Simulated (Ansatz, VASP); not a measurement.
# BN: VASP beside Ansatz

INCAR

```
SYSTEM = BN
  ALGO = Normal
  EDIFF = 1E-6
  ENCUT = 520
  GGA = PE
  ISIF = 2
  ISMEAR = 0
  LASPH = .TRUE.
  LCHARG = .FALSE.
  LREAL = .FALSE.
  LWAVE = .FALSE.
  NBANDS = 11
  NELM = 60
  PREC = Accurate
  SIGMA = 0.05
```

Contents of KPOINTS:

```
k-points
0
G
  12 12 12
  0 0 0
```

File POSCAR:

```
BN
1.0
    0.0000000000      1.7255155283      1.7893970013
    1.7893970013      0.0000000000      1.7893970013
    1.7893970013      1.7255155283      0.0000000000
B N
1 1
Direct
    0.0000000000      0.0000000000      0.0000000000
    0.7500000000      0.7500000000      0.7500000000
```

Input for Ansatz:

```yaml
crystal:
  lattice:
    - [0.0, 1.7255155283, 1.7893970013]
    - [1.7893970013, 0.0, 1.7893970013]
    - [1.7893970013, 1.7255155283, 0.0]
  atoms:
    - { symbol: B, position: [0.0, 0.0, 0.0] }
    - { symbol: "N", position: [0.75, 0.75, 0.75] }
basis:
  ecutwfc: 520.0
kpoints:
  mp_grid: { grid: [12, 12, 12] }
hamiltonian:
  xc: pbe
scf:
  occupations: { method: gaussian, width: 0.05 }
output:
  forces: true
  stress: true
  eigenvalues: true
```

Alike in both runs: task single point; functional PBE; k mesh 12 × 12 × 12; occupations gaussian, width 0.05 eV; no spin polarisation.

|  | VASP | Ansatz |
| --- | --- | --- |
| version | VASP 6.6.1 | Ansatz 0.2.0 |
| potentials or method | VASP PAW PBE potentials, release 64 (B, N), cutoff 520 eV | scalar-relativistic, plane waves, PAW |
| valence electrons in the cell | 8 | 8 |

VASP gave:

* gap on the k mesh at the Fermi level (eV): 3.85
* least direct gap on the mesh (eV): 8.74

Question: Which values does Ansatz return?

Answer: gap on the k mesh at the Fermi level (eV): 3.87; least direct gap on the mesh (eV): 8.75.
